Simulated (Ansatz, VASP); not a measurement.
MgO in VASP and in Ansatz

File INCAR:

```
ALGO = Normal
EDIFF = 1E-6
EDIFFG = -0.01
ENCUT = 600
GGA = PE
IBRION = 2
ISIF = 3
ISMEAR = 0
LASPH = True
LCHARG = False
LREAL = False
LWAVE = False
NELM = 80
NSW = 100
PREC = Accurate
SIGMA = 0.02
```

The input KPOINTS:

```
k-points
0
Gamma
  10 10 6
```

POSCAR

```
MgO
1.0
    2.8283590052      0.0000000000      0.0000000000
    0.0000000000      2.8283590052      0.0000000000
    0.0000000000      0.0000000000      4.4728536577
Mg O
1 1
Direct
    0.5000000000      0.5000000000      0.0000000000
    0.0000000000      0.0000000000      0.0000000000
```

Input for Ansatz:

```yaml
crystal:
  lattice:
    - [2.8283590052, 0.0, 0.0]
    - [0.0, 2.8283590052, 0.0]
    - [0.0, 0.0, 4.4728536577]
  atoms:
    - { symbol: Mg, position: [0.5, 0.5, 0.0] }
    - { symbol: O, position: [0.0, 0.0, 0.0] }
basis:
  ecutwfc: 420
kpoints:
  mp_grid: { grid: [10, 10, 6] }
hamiltonian:
  xc: pbe
scf:
  occupations: { method: gaussian, width: 0.02 }
output:
  forces: true
  stress: true
  eigenvalues: true
relax:
  adjacent_minimum: "off"
  f_tol: 0.01
  max_steps: 80
  cell: { stress_tol: 0.05 }
```

Alike in both runs: task relaxation of cell and atoms; functional PBE; k mesh 10 × 10 × 6; occupations gaussian, width 0.02 eV; no spin polarisation.

|  | VASP | Ansatz |
| --- | --- | --- |
| version | VASP 6.6.1 | Ansatz 0.2.0 |
| potentials or method | VASP PAW PBE potentials, release 64 (Mg, O), cutoff 600 eV | scalar-relativistic, plane waves, PAW |
| valence electrons in the cell | 8 | 16 |

```csv
,VASP,Ansatz,Ansatz less VASP
"gap on the k mesh at the Fermi level, each at its own relaxed structure (eV)",2.16,2.27,+0.112
relaxed volume (Å³/atom),18.62,20.21,+1.585
relaxed cell length with the largest relative difference (Å),4.665,5.050,+0.3851
```

One of these differences is far larger than is usual between the two programs; its cause wasn't traced. VASP's potentials hold 8 valence electrons a cell and Ansatz's 16, so a difference there can come from the potentials and not from the codes.
